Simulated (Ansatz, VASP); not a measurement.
**Ga3As3N2 in VASP and in Ansatz**

Contents of INCAR:

```
SYSTEM = Ga3As3N2
  PREC = Accurate
  ENCUT = 520
  EDIFF = 1E-7
  ISMEAR = 0
  SIGMA = 0.05
  LREAL = .FALSE.
  LASPH = .TRUE.
  NELM = 100
  ALGO = Normal
  ISIF = 2
  LWAVE = .FALSE.
  LCHARG = .TRUE.
  LDIPOL = .TRUE.
  IDIPOL = 3
  DIPOL = 0.5 0.5 0.326
  GGA = PE
  IVDW = 12
  LELF = .TRUE.
  LVHAR = .TRUE.
  LVACPOTAV = .TRUE.
  NBANDS = 42
```

File KPOINTS:

```
Automatic mesh
0
G
  7 5 1
  0 0 0
```

File POSCAR:

```
Ga3As3N2
1.0
    4.0137031116      0.0000000000      0.0000000000
    0.0000000000      5.6762333758      0.0000000000
    0.0000000000      0.0000000000     22.8852699092
Ga As N
3 3 2
Direct
    0.5000000000      0.5000000000      0.1747849169
    0.0000000000      0.0653835254      0.2732733389
    0.5000000000      0.4894639615      0.3292030243
    0.0000000000      0.2500000000      0.1747849169
    0.5000000000      0.8102208702      0.2554204538
    0.0000000000      0.2887573197      0.3664046761
    0.0000000000      1.0387573197      0.4931237409
    0.0000000000      1.0387573197      0.5411895931
```

Input for Ansatz:

```yaml
crystal:
  lattice:
    - [4.0137031116, 0.0, 0.0]
    - [0.0, 5.6762333758, 0.0]
    - [0.0, 0.0, 22.8852699092]
  atoms:
    - { symbol: Ga, position: [0.5, 0.5, 0.1747849169] }
    - { symbol: As, position: [0.0, 0.25, 0.1747849169] }
    - { symbol: Ga, position: [0.0, 0.0653835254, 0.2732733389] }
    - { symbol: As, position: [0.5, 0.8102208702, 0.2554204538] }
    - { symbol: Ga, position: [0.5, 0.4894639615, 0.3292030243] }
    - { symbol: As, position: [0.0, 0.2887573197, 0.3664046761] }
    - { symbol: "N", position: [0.0, 1.0387573197, 0.4931237409] }
    - { symbol: "N", position: [0.0, 1.0387573197, 0.5411895931] }
basis:
  ecutwfc: 420
kpoints:
  mp_grid: { grid: [7, 5, 1] }
hamiltonian:
  xc: pbe
  pseudopotentials: { kind: paw, azcp: { folder: soft_1 } }
  dispersion: d3bj
scf:
  occupations: { method: gaussian, width: 0.05 }
output:
  forces: true
  eigenvalues: true
efield:
  axis: 3
  dipole_correction: true
  ramp_width: 0.04
```

Alike in both runs: task single point; functional PBE; dispersion D3(BJ); k mesh 7 × 5 × 1; occupations gaussian, width 0.05 eV; no spin polarisation.

|  | VASP | Ansatz |
| --- | --- | --- |
| version | VASP 6.6.1 | Ansatz 0.2.0 |
| potentials or method | VASP PAW PBE potentials, release 64 (Ga_d, As, N), cutoff 520 eV | scalar-relativistic, plane waves, PAW |
| valence electrons in the cell | 64 | 94 |

VASP gave:

- gap on the k mesh at the Fermi level (eV): 0.40
- least direct gap on the mesh (eV): 0.78
- rms of the force components (eV/Å): 0.690

Problem. What did Ansatz give for the same quantities?

Solution. gap on the k mesh at the Fermi level (eV): 0.41; least direct gap on the mesh (eV): 0.78; rms of the force components (eV/Å): 0.334.

One of these differences is far larger than is usual between the two programs; its cause wasn't traced. VASP's potentials hold 64 valence electrons a cell and Ansatz's 94, so a difference there can come from the potentials and not from the codes.

Noted on VASP's run: the standard files for N, O and F lose accuracy on very short bonds.
